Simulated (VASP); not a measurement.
A run of VASP 6.6.1 is set up as follows.

File POSCAR:

```
Al2Cu
1.0
    4.1051820000      0.0000000000      0.0000000000
    0.0000000000      4.1051820000      0.0000000000
    0.0000000000      0.0000000000      2.8913130000
Al Cu
2 1
Direct
    0.5000000000      0.0000000000      0.5000000000
    0.0000000000      0.5000000000      0.5000000000
    0.0000000000      0.0000000000      0.0000000000
```

The input INCAR.step1:

```
SYSTEM = Al2Cu
PREC = Accurate ; ENCUT = 520
ISMEAR = 0 ; SIGMA = 0.1
LREAL = .False. ; LASPH = .True.
NELM = 60 ; NBANDS = 16
GGA = PE ; ALGO = Normal
EDIFF = 1E-4 ; LWAVE = .True.
LCHARG = .False.
```

Contents of INCAR.step2:

```
SYSTEM = Al2Cu
PREC = Accurate ; ENCUT = 520
EDIFF = 1E-6 ; ISMEAR = 0
SIGMA = 0.1 ; LREAL = .False.
LASPH = .True. ; NELM = 60
ALGO = Normal ; ISIF = 2
LWAVE = .False. ; LCHARG = .False.
METAGGA = R2SCAN ; LMIXTAU = .True.
NBANDS = 16 ; ISTART = 1
```

Contents of KPOINTS:

```
Automatic mesh
0
Gamma
  8 8 12
  0.5 0.5 0.5
```

Potentials or basis: VASP PAW PBE potentials, release 64 (Al, Cu).

Run with:

```bash
$ cat potpaw_PBE.64/Al/POTCAR potpaw_PBE.64/Cu/POTCAR > POTCAR
$ cp INCAR.step1 INCAR
$ mpirun -np 1 vasp_std > vasp.out
$ cp INCAR.step2 INCAR
$ mpirun -np 1 vasp_std > vasp.out
```

Predict the pressure.

-2.3 GPa.

Stress tensor (GPa, compression positive):
```
-2.09  0.00  0.00
 0.00 -2.09  0.00
 0.00  0.00 -2.79
```

Caveat: the PAW data sets were made with another functional, which shifts forces and pressure a little.
